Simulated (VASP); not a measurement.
Set up this calculation in VASP 6.6.1, as the native input.

* Task: dielectric tensor
* Functional: PBEsol
* Potentials or basis: VASP PAW PBE potentials, release 64 (Al, O)
* Cutoff: 520 eV
* k mesh: 12 × 12 × 2
* Occupations: gaussian, width 0.01 eV
* Spin: no spin polarisation
* Dipole correction: no
* Further INCAR settings: ALGO = Normal; EDIFF = 1e-08

The structure of Al2O3 lies in POSCAR:

```
Al2O3
1.0
    2.8843250000      0.0000000000      0.0000000000
   -1.4421625000      2.4978987228      0.0000000000
    0.0000000000      0.0000000000      9.3367540000
Al O
2 3
Direct
    0.0000000000      0.0000000000      0.1499920000
    0.0000000000      0.0000000000      0.8500080000
    0.3333333333      0.6666666667      0.2223170000
    0.3333333333      0.6666666667      0.7776830000
    0.6666666667      0.3333333333      0.0000000000
```

These files were run (other wordings do the same):

INCAR

```
ALGO = Normal ; EDIFF = 1E-8
ENCUT = 520 ; GGA = PS
GGA_COMPAT = F ; ISIF = 2
ISMEAR = 0 ; LASPH = T
LCHARG = F ; LEPSILON = T
LREAL = F ; LWAVE = F
NELM = 120 ; PREC = Accurate
SIGMA = 0.01
```

KPOINTS

```
k-points
0
Gamma
  12 12 2
```

Potentials or basis: VASP PAW PBE potentials, release 64 (Al, O).

The run is started by

```sh
$ cat potpaw_PBE.64/Al/POTCAR potpaw_PBE.64/O/POTCAR > POTCAR
$ mpirun -np 1 vasp_std > vasp.out
```

It gave:

The band gap on the k mesh is 4.74 eV (least direct gap 4.98 eV), the electronic dielectric tensor (diagonal) is 2.71, 2.71, 1.95 and the born charges (mean of the diagonal) is Al +2.52; O -1.57, -1.89 (each value once) e.

Run time: 7.9 min on 1 thread of Intel(R) Xeon(R) Platinum 8259CL CPU @ 2.50GHz (Skylake/Cascade Lake), with other jobs on the host, peak memory 0.45 GiB.
